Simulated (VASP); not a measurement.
# Se (Fm-3m) in VASP: notebook, part 2 of 2

VASP 6.6.1.

## (3) Single point, BLYP (volume scaled by 0.88)

Input file INCAR:

```
SYSTEM = Se
  PREC = Accurate
  ENCUT = 520
  EDIFF = 1E-7
  ISMEAR = -1
  SIGMA = 0.1
  LREAL = .False.
  LASPH = .True.
  NELM = 100
  ALGO = Normal
  ISIF = 2
  LWAVE = .False.
  LCHARG = .False.
  GGA = B5
  ALDAX = 1.0
  AGGAX = 1.0
  AGGAC = 1.0
  ALDAC = 0.0
  NBANDS = 9
```

Input file KPOINTS:

```
regular mesh
0
Gamma
  14 14 14
  0 0 0
```

Input file POSCAR:

```
Se
1.0
    0.0000000000      2.1611185116      2.1611185116
    2.1611185116      0.0000000000      2.1611185116
    2.1611185116      2.1611185116      0.0000000000
Se
1
Direct
    0.0000000000      0.0000000000      0.0000000000
```

Potentials or basis: VASP PAW PBE potentials, release 64 (Se).

Command:

```
cat potpaw_PBE.64/Se/POTCAR > POTCAR
mpirun -np 1 vasp_std > vasp.out
```

OUTCAR:

```text
SYSTEM = Se
   PREC = Accurate
   ENCUT = 520
   EDIFF = 1E-7
   ISMEAR = -1
   LREAL = .False.
   LASPH = .True.
   NELM = 100
   ISIF = 2
   GGA = B5

 ion  position               nearest neighbor table
   1  0.000  0.000  0.000-

  LATTYP: Found a face centered cubic cell.
 ALAT       =     4.3222370232

  Lattice vectors:

 A1 = (   0.0000000000,   2.1611185116,   2.1611185116)
 A2 = (   2.1611185116,   0.0000000000,   2.1611185116)
 A3 = (   2.1611185116,   2.1611185116,   0.0000000000)

Analysis of symmetry for initial positions (statically):
=====================================================================
 Subroutine PRICEL returns:
 Original cell was already a primitive cell.

 Routine SETGRP: Setting up the symmetry group for a
 face centered cubic supercell.

 Subroutine GETGRP returns: Found 48 space group operations
 (whereof 48 operations were pure point group operations)
 out of a pool of 48 trial point group operations.

The static configuration has the point symmetry O_h .

Analysis of symmetry for dynamics (positions and initial velocities):
=====================================================================
 Subroutine PRICEL returns:
 Original cell was already a primitive cell.

 Routine SETGRP: Setting up the symmetry group for a
 face centered cubic supercell.

 Subroutine GETGRP returns: Found 48 space group operations
 (whereof 48 operations were pure point group operations)
 out of a pool of 48 trial point group operations.

The dynamic configuration has the point symmetry O_h .

 Subroutine INISYM returns: Found 48 space group operations
 (whereof 48 operations are pure point group operations),
 and found     1 'primitive' translations

----------------------------------------------------------------------------------------

                                     Primitive cell

  volume of cell :      20.1867

  direct lattice vectors                    reciprocal lattice vectors
     0.000000000  2.161118512  2.161118512    -0.231361676  0.231361676  0.231361676
     2.161118512  0.000000000  2.161118512     0.231361676 -0.231361676  0.231361676
     2.161118512  2.161118512  0.000000000     0.231361676  0.231361676 -0.231361676

  length of vectors
     3.056283109  3.056283109  3.056283109     0.400730177  0.400730177  0.400730177

  position of ions in fractional coordinates (direct lattice)
     0.000000000  0.000000000  0.000000000

  ion indices of the primitive-cell ions
   primitive index   ion index
                 1           1

----------------------------------------------------------------------------------------

 KPOINTS: regular mesh

Automatic generation of k-mesh.
 Grid dimensions read from file:
 generate k-points for:   14   14   14

 Generating k-lattice:

  Cartesian coordinates                     Fractional coordinates (reciprocal lattice)
    -0.016525834  0.016525834  0.016525834     0.071428571  0.000000000  0.000000000
     0.016525834 -0.016525834  0.016525834     0.000000000  0.071428571  0.000000000
     0.016525834  0.016525834 -0.016525834     0.000000000  0.000000000  0.071428571

  Length of vectors
     0.028623584  0.028623584  0.028623584

  Shift w.r.t. Gamma in fractional coordinates (k-lattice)
     0.000000000  0.000000000  0.000000000

 Subroutine IBZKPT returns following result:
 ===========================================

 Found    104 irreducible k-points:

 Following reciprocal coordinates:
            Coordinates               Weight
  0.000000  0.000000  0.000000      1.000000
  0.071429  0.000000  0.000000      8.000000
  0.142857  0.000000  0.000000      8.000000
  0.214286  0.000000  0.000000      8.000000
  0.285714  0.000000  0.000000      8.000000
  0.357143  0.000000  0.000000      8.000000
[... 16 lines left out ...]
  0.214286  0.142857  0.000000     24.000000
  0.285714  0.142857  0.000000     24.000000
 [... further k-points ...]
   k-points           NKPTS =    104   k-points in BZ     NKDIM =    104   number of bands    NBANDS=      9
   number of dos      NEDOS =    301   number of ions     NIONS =      1
   total plane-waves  NPLWV =  13824
   dimension x,y,z NGX =    24 NGY =   24 NGZ =   24
   dimension x,y,z NGXF=    48 NGYF=   48 NGZF=   48
   ions per type =               1
   NGX,Y,Z   is equivalent  to a cutoff of  13.05, 13.05, 13.05 a.u.
   NGXF,Y,Z  is equivalent  to a cutoff of  26.11, 26.11, 26.11 a.u.
 SYSTEM =  Se
   PREC   = accura    normal or accurate (medium, high low for compatibility)
   ISTART =      0    job   : 0-new  1-cont  2-samecut
   ICHARG =      2    charge: 1-file 2-atom 10-const
   ISPIN  =      1    spin polarized calculation?
   LNONCOLLINEAR =      F non collinear calculations
   LSORBIT =      F    spin-orbit coupling
   LASPH  =      T    aspherical Exc in radial PAW
   ENCUT  =  520.0 eV  38.22 Ry    6.18 a.u.   5.68  5.68  5.68*2*pi/ulx,y,z
   NELM   =    100;   NELMIN=  2; NELMDL= -5     # of ELM steps
   EDIFF  = 0.1E-06   stopping-criterion for ELM
   LREAL  =      F    real-space projection
   EDIFFG = 0.1E-05   stopping-criterion for IOM
   NSW    =      0    number of steps for IOM
   IBRION =     -1    ionic relax: 0-MD 1-quasi-New 2-CG
   NFREE  =      0    steps in history (QN), initial steepest desc. (CG)
   ISIF   =      2    stress and relaxation
   ISYM   =      2    0-nonsym 1-usesym 2-fastsym
   POTIM  = 0.5000    time-step for ionic-motion
   TEBEG  =    0.0;   TEEND  =   0.0 temperature during run
   PSTRESS=    0.0 pullay stress
   NELECT =       6.0000    total number of electrons
   NUPDOWN=      -1.0000    fix difference up-down
   EMIN   =  10.00;   EMAX   =-10.00  energy-range for DOS
   EFERMI =   0.00;   METHOD = LEGACY
   ISMEAR =    -1;   SIGMA  =   0.10  broadening in eV -4-tet -1-fermi 0-gaus
   EFERMI_NEDOS =   21; number of points for ismear=-14 and -15
   IALGO  =     38    algorithm
   IMIX   =      4    mixing-type and parameters
     AMIX     =   0.40;   BMIX     =  1.00
     AMIX_MAG =   1.60;   BMIX_MAG =  1.00
  volume/ion in A,a.u.               =      20.19       136.23
  Fermi-wavevector in a.u.,A,eV,Ry     =   1.092538  2.064598 16.240457  1.193640
  Thomas-Fermi vector in A             =   2.228806
   LORBIT       =      0    0 simple, 1 ext, 2 COOP (PROOUT), +10 PAW based schemes
   GGA     = B5    functional components
   LHFCALC =     F    Hartree Fock is set to
   AEXX    =    0.0000 exact exchange contribution
   IVDW    =     0    specifies the selected vdW correction
   LEPSILON=     F    determine dielectric tensor
   LRPA    =     F    only Hartree local field effects (RPA)
 non-spin polarized calculation
  energy-cutoff  :      520.00
  volume of cell :       20.19
 maximum number of plane-waves:       556
   NGX = 11   NGY = 11   NGZ = 11

 number of electron       6.0000001 magnetization

 Free energy of the ion-electron system (eV)
  ---------------------------------------------------
  ext. energy  EPLUGINS =         0.00000000
  ---------------------------------------------------
  free energy    TOTEN  =        -2.05405138 eV

  energy without entropy =       -2.02086762  energy(sigma->0) =       -2.03745950

 E-fermi :   5.9184     XC(G=0):  -9.9581

 val. band max:        5.8998385437   @ k =   0.3571   0.2143   0.0714
 cond. band min:       5.9204637468   @ k =   0.3571   0.2143   0.0000
 fundamental gap:      0.0206252031
 Fermi energy:         5.9184147257

 k-point     1 :       0.0000    0.0000    0.0000
  band No.  band energies     occupation
      1     -10.1475      2.00000
      2       8.8862      0.00000
      3       8.8862      0.00000
      4       8.8862      0.00000
      5      17.5080      0.00000
      6      18.1060      0.00000
      7      18.1060      0.00000
      8      18.1060      0.00000
      9      21.9446      0.00000

 k-point     2 :       0.0714    0.0000    0.0000
  band No.  band energies     occupation
      1     -10.0467      2.00000
      2       8.1921      0.00000
      3       8.8037      0.00000
      4       8.8037      0.00000
      5      17.4769      0.00000
      6      18.2329      0.00000
      7      18.2974      0.00000
      8      18.2974      0.00000
      9      22.8614      0.00000
[... 253 lines left out ...]
 k-point    24 :       0.2857    0.1429    0.0000
  band No.  band energies     occupation
      1      -8.7290      2.00000
      2       4.0176      2.00000
      3       7.1438      0.00001
      4       7.2465      0.00000
      5      15.3103      0.00000
      6      17.0373      0.00000
      7      19.6183      0.00000
      8      20.5033      0.00000
      9      24.4168      0.00000

 [... further k-points ...]
[... 5 lines left out ...]
  --------------------------------------------------------------------------------------
  -------------------------------------------------------------------------------------
  Total        1.1125463      1.1125463      1.1125463      0.0000000      0.0000000      0.0000000
  in kB       88.3004542     88.3004542     88.3004542      0.0000000      0.0000000      0.0000000
  external PRESSURE =      88.3004542 kB  Pullay stress =       0.0000000 kB

 VOLUME and BASIS-vectors are now :
 -----------------------------------------------------------------------------
  energy-cutoff  :      520.00
  volume of cell :       20.19
      direct lattice vectors                 reciprocal lattice vectors
     0.000000000  2.161118512  2.161118512    -0.231361676  0.231361676  0.231361676
     2.161118512  0.000000000  2.161118512     0.231361676 -0.231361676  0.231361676
     2.161118512  2.161118512  0.000000000     0.231361676  0.231361676 -0.231361676

 POSITION                                       TOTAL-FORCE (eV/Angst)
 -----------------------------------------------------------------------------------
      0.00000      0.00000      0.00000         0.000000      0.000000      0.000000
 -----------------------------------------------------------------------------------
    total drift:                                0.000000     -0.000000     -0.000000

  FREE ENERGIE OF THE ION-ELECTRON SYSTEM (eV)
  ---------------------------------------------------
  free  energy   TOTEN  =        -2.0540513829 eV

  energy  without entropy=       -2.0208676202  energy(sigma->0) =       -2.03745950
```

stdout:

```text
POSCAR found type information on POSCAR Se
 POSCAR found :  1 types and       1 ions
 scaLAPACK will be used
 -----------------------------------------------------------------------------
|                                                                             |
|                                                                             |
|     You enforced a specific xc type in the INCAR file but a different       |
|     I HOPE YOU KNOW WHAT YOU ARE DOING!                                     |
|                                                                             |
 -----------------------------------------------------------------------------

 LDA part: xc-table for (Slater(with rela. corr.)+VWN5), standard interpolation
 POSCAR, INCAR and KPOINTS ok, starting setup
 FFT: planning ... GRIDC
 FFT: planning ... GRID_SOFT
 FFT: planning ... GRID
 WAVECAR not read
 entering main loop
```

Run time: 20 s. Hardware: 1 thread of Intel Xeon Platinum 8259CL at 2.50GHz (Skylake/Cascade Lake), shared host; peak memory 0.15 GiB.

What came out:

| Item | Value |
| --- | --- |
| Free energy | -2.0541 eV |
| Pressure | 8.8 GPa |
| Band gap on the k mesh | zero (band 3 reaches 8.89 eV, above the bottom of band 4 at 3.81 eV) |

Caveat: the PAW data sets were made with another functional, which shifts forces and pressure a little.
